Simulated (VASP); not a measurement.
## Mo5W: single point with PBE

The system is Mo5W.

```
Mo W
1.0
     3.16467    0.00000    0.00000
     0.00000    3.16467    0.00000
     0.00000    0.00000    9.49673
Mo W
5 1
Cartesian
  0.0000 0.0000 6.3256
  1.5823 1.5823 7.9099
  1.5823 1.5823 1.5869
  0.0000 0.0000 3.1712
  1.5823 1.5823 4.7484
  0.0000 0.0000 0.0000
```

```
Program                : VASP 6.6.1
Task                   : single point
Functional             : PBE
Potentials or basis    : VASP PAW PBE potentials, release 64 (Mo_sv, W_sv)
Cutoff                 : 520 eV
k mesh                 : 12 × 12 × 4
Occupations            : fermi-dirac, width 0.15 eV
Spin                   : no spin polarisation
Dipole correction      : no
Further INCAR settings : ALGO = Fast; EDIFF = 1e-07; NBANDS = 51
```

The pressure is 0.5 GPa. The largest force is 0.007 eV/Å. The band gap on the k mesh is zero (bands 42 and 43 overlap by 1.97 eV).

Forces in eV/Å, atoms in the order of the input:
```
Mo   0.000  0.000  0.000
Mo   0.000  0.000 -0.007
Mo   0.000  0.000  0.007
Mo   0.000  0.000  0.000
Mo   0.000  0.000  0.000
W    0.000  0.000  0.000
```

Levels at points of the mesh, in eV from the Fermi level:
```
           k point  band 40  band 41  band 42  band 43  band 44  band 45
(0.00, 0.00, 0.00)    -1.18    -0.83    -0.75    -0.31    -0.21     0.64
(0.50, 0.00, 0.00)    -0.58    -0.55    -0.54    -0.52    -0.47     0.86
(0.50, 0.50, 0.00)    -1.38     1.43     1.43     1.69     1.72     2.18
(0.00, 0.00, 0.50)    -1.00    -0.64    -0.64    -0.54    -0.54     0.86
(0.50, 0.00, 0.50)    -1.78     0.13     0.16     0.26     0.34     1.43
(0.50, 0.50, 0.50)     0.10     0.34     0.34     1.80     1.82     1.96
```

It took 4.6 min on 1 thread of Intel(R) Xeon(R) Platinum 8488C (Sapphire Rapids), on a shared host, peak memory 0.42 GiB.

Caveat: spin-orbit coupling is left out, which moves the levels of the heavy elements.
